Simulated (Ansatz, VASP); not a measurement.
**Two plane-wave programs on Zn2SbO3**

```
Zn Sb O
1.0
     6.24652    0.00000    0.00000
    -3.12326    5.40965    0.00000
     0.00000    0.00000    3.36378
Zn Sb O
2 1 3
Direct
  0.33333 0.66667 0.00000
  0.66667 0.33333 0.00000
  0.00000 0.00000 0.00000
  0.50000 0.00000 0.00000
  0.00000 0.50000 0.00000
  0.50000 0.50000 0.00000
```

Alike in both runs: functional PBE; k mesh 6 × 6 × 4; occupations gaussian, width 0.1 eV; no spin polarisation.

Ansatz relaxed the structure, and its values are those at the end. VASP's run is a single point on that final structure, the one shown.

```csv
,VASP,Ansatz
version,VASP 6.6.1,Ansatz 0.2.0
potentials or method,"VASP PAW PBE potentials, release 64 (Zn, Sb_d_GW, O), cutoff 600 eV","scalar-relativistic, plane waves, PAW"
valence electrons in the cell,57,57
```

```csv
,VASP,Ansatz,Ansatz less VASP
gap on the k mesh at the Fermi level (eV),none,none,-
pressure (GPa),0.5,0.1,-0.46
```

A gap of «none» marks a metal or a gap that the smearing closes. With one functional, cell and mesh, what is left measures potentials, basis and numerics.

The k mesh is coarse, so the values compare programs but aren't converged. Neither program's run includes spin-orbit coupling.
